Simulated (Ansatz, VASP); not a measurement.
# Co: VASP beside Ansatz

Contents of INCAR:

```
SYSTEM = Co
ALGO     = Normal         ! electronic algorithm
EDIFF    = 1E-7           ! SCF threshold, eV
ENCUT    = 520            ! plane-wave cutoff, eV
GGA      = PE             ! functional
ISIF     = 2              ! what is computed and relaxed
ISMEAR   = -1             ! smearing method
ISPIN    = 2              ! spin polarisation
LASPH    = .TRUE.         ! aspherical terms in the spheres
LCHARG   = .TRUE.         ! write CHGCAR
LELF     = .TRUE.         ! ELF
LMAXMIX  = 4              ! l up to which the mixer works
LORBIT   = 11             ! projections on sites
LREAL    = .FALSE.        ! projectors in reciprocal space
LVHAR    = .TRUE.       
LWAVE    = .FALSE.        ! write WAVECAR
MAGMOM   = 3.2 3.2 3.2 3.2 ! initial moments
NBANDS   = 30             ! bands
NELM     = 150            ! most SCF steps
PREC     = Accurate       ! precision mode
SIGMA    = 0.1            ! smearing width, eV
```

The input KPOINTS:

```
k-points
0
G
  10 10 3
  0 0 0
```

Contents of POSCAR:

```
Co
1.0
    2.4705617800      0.0000000000      0.0000000000
   -1.2352808900      2.1395692600      0.0000000000
    0.0000000000      0.0000000000      8.0882338000
Co
4
Direct
    0.0101191560      0.0000000000      0.0000000000
    0.3333333324      0.6666666729      0.2500000000
    0.0000000000      0.0000000000      0.5000000000
    0.6666666699      0.3333333318      0.7500000000
```

Input for Ansatz:

```yaml
crystal:
  lattice:
    - [2.47056178, 0.0, 0.0]
    - [-1.23528089, 2.13956926, 0.0]
    - [0.0, 0.0, 8.0882338]
  atoms:
    - { symbol: Co, position: [0.01011915597593354, 0.0, 0.0], spin: 3.2 }
    - { symbol: Co, position: [0.33333333240156293, 0.6666666728984506, 0.25], spin: 3.2 }
    - { symbol: Co, position: [0.0, 0.0, 0.5], spin: 3.2 }
    - { symbol: Co, position: [0.6666666699353561, 0.3333333317753873, 0.75], spin: 3.2 }
kpoints:
  mp_grid:
    grid: [10, 10, 3]
hamiltonian:
  pseudopotentials:
    kind: paw
magnetization:
  spin_polarized: true
scf:
  occupations:
    method: fermi_dirac
    width: 0.1
output:
  forces: true
```

Alike in both runs: task single point; functional PBE; k mesh 10 × 10 × 3; occupations fermi-dirac, width 0.1 eV; collinear spin.

```csv
,VASP,Ansatz
version,VASP 6.6.1,Ansatz 0.2.0
potentials or method,"VASP PAW PBE potentials, release 64 (Co)","plane waves, PAW"
plane-wave cutoff (eV),520,420
valence electrons in the cell,36,68
```

```csv
,VASP,Ansatz,Ansatz less VASP
rms of the force components (eV/Å),0.020,0.020,+0.0009
net moment per atom (μB),1.65,1.66,+0.005
size of the moment on the site where the two differ most (μB),1.67,1.73,+0.061
```

Site moments also hang on the region over which each program counts them. Atom by atom the forces differ by 0.001 eV/Å (rms over components). VASP's potentials hold 36 valence electrons a cell and Ansatz's 68, so a difference there can come from the potentials and not from the codes. Ansatz's warnings: given moment on shells.
